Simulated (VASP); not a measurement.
Au: single point with PBEsol

The system is Au, a slab with vacuum.

```
CELL_PARAMETERS angstrom
2.88765 0.00000 0.00000
-1.44383 2.50078 0.00000
0.00000 0.00000 24.43103
ATOMIC_POSITIONS crystal
Au 0.66667 0.33333 0.30701
Au 0.33333 0.66667 0.40433
Au 0.00000 0.00000 0.50000
Au 0.66667 0.33333 0.59567
Au 0.33333 0.66667 0.69299
```

* Program: VASP 6.6.1
* Task: single point
* Functional: PBEsol
* Potentials or basis: VASP PAW PBE potentials, release 64 (Au)
* Cutoff: 520 eV
* k mesh: 12 × 12 × 1
* Occupations: gaussian, width 0.1 eV
* Spin: no spin polarisation
* Dipole correction: yes
* Further INCAR settings: ALGO = Fast; EDIFF = 1e-06; NBANDS = 36

The largest force is 0.007 eV/Å.

Forces on the atoms (eV/Å):
```
Au   0.000  0.000  0.007
Au   0.000  0.000 -0.001
Au   0.000  0.000  0.000
Au   0.000  0.000  0.001
Au   0.000  0.000 -0.007
```

Levels at points of the mesh, in eV from the Fermi level:
| k point | band 24 | band 25 | band 26 | band 27 | band 28 | band 29 | band 30 | band 31 | band 32 | band 33 |
| --- | --- | --- | --- | --- | --- | --- | --- | --- | --- | --- |
| (0.00, 0.00, 0.00) | -2.52 | -2.52 | -2.09 | -2.09 | -1.84 | -1.84 | -0.86 | 0.09 | 4.61 | 5.33 |
| (0.50, 0.00, 0.00) | -1.38 | -1.37 | -0.18 | 0.79 | 1.19 | 1.41 | 1.45 | 3.52 | 3.97 | 4.39 |

It took 100 s on 1 thread of Intel(R) Xeon(R) Platinum 8488C (Sapphire Rapids), on a shared host, peak memory 0.36 GiB.

Caveat: the PAW data sets were made with another functional, which shifts forces and pressure a little; spin-orbit coupling is left out, which moves the levels of the heavy elements.
